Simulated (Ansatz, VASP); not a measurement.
**One calculation of Co, two programs**

```xyz
2
Lattice="2.4874 0.0000 0.0000 -1.2437 2.1541 0.0000 0.0000 0.0000 4.0633" Properties=species:S:1:pos:R:3 pbc="T T T"
Co    1.2437    0.7180    1.0559
Co    0.0000    1.4361    3.0074
```

Alike in both runs: task single point; functional BLYP; k mesh 14 × 14 × 8; collinear spin.

```csv
,VASP,Ansatz
version,VASP 6.6.1,Ansatz 0.2.0
potentials or method,"VASP PAW PBE potentials, release 64 (Co), cutoff 520 eV","plane waves, PAW"
occupations,"fermi-dirac, width 0.1 eV",fermi-dirac
valence electrons in the cell,18,34
```

Ansatz gave:

| Quantity | Value |
| --- | --- |
| pressure (GPa) | 9.5 |
| traceless stress, the component that is largest in VASP (GPa) | -1.21 |
| net moment per atom (μB) | 1.57 |
| size of the moment on the site where the two differ most (μB) | 1.64 |

Q: Which values does VASP return?

A: Pressure (GPa): 9.1; traceless stress, the component that is largest in VASP (GPa): -1.23; net moment per atom (μB): 1.56; size of the moment on the site where the two differ most (μB): 1.57.

VASP's potentials were made for PBE, not for BLYP. Site moments also hang on the region over which each program counts them. VASP's potentials hold 18 valence electrons a cell and Ansatz's 34, so a difference there can come from the potentials and not from the codes.
